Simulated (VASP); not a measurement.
Set up this calculation in VASP 6.6.1, as the native input.

```
Task                   : single point
Functional             : LDA
Potentials or basis    : VASP PAW LDA potentials, release 64 (W_sv, C)
Cutoff                 : 520 eV
k mesh                 : 10 × 10 × 9
Occupations            : fermi-dirac, width 0.05 eV
Spin                   : no spin polarisation
Dipole correction      : no
Further INCAR settings : ALGO = Normal; EDIFF = 1e-06; NBANDS = 16
```

The structure of WC (Qusongite) lies in POSCAR:

```
WC
1.0
    2.8869927008      0.0000000000      0.0000000000
   -1.4434963504      2.5002090195      0.0000000000
    0.0000000000      0.0000000000      2.8175618425
W C
1 1
Direct
    0.0000000000      0.0000000000      0.0000000000
    0.6666666667      0.3333333333      0.5000000000
```

The input as run:

INCAR

```
SYSTEM = WC
  ALGO = Normal
  EDIFF = 1E-6
  ENCUT = 520
  GGA = CA
  ISIF = 2
  ISMEAR = -1
  LASPH = .True.
  LCHARG = .True.
  LELF = .True.
  LREAL = .False.
  LVHAR = .True.
  LWAVE = .False.
  NBANDS = 16
  NELM = 60
  PREC = Accurate
  SIGMA = 0.05
```

KPOINTS

```
k-points
0
Gamma
  10 10 9
  0 0 0
```

Potentials or basis: VASP PAW LDA potentials, release 64 (W_sv, C).

Run with:

```console
$ cat potpaw_LDA.64/W_sv/POTCAR potpaw_LDA.64/C/POTCAR > POTCAR
$ mpirun -np 1 vasp_std > vasp.out
```

Results of the run:

- Pressure: 1.0 GPa
- Band gap on the k mesh: zero (band 9 reaches 11.94 eV, above the bottom of band 10 at 10.68 eV)

Caveat: spin-orbit coupling is left out, which moves the levels of the heavy elements.

Run time: 14 s on 1 thread of Intel(R) Xeon(R) Platinum 8259CL CPU @ 2.50GHz (Skylake/Cascade Lake), on a shared host, peak memory 0.14 GiB.
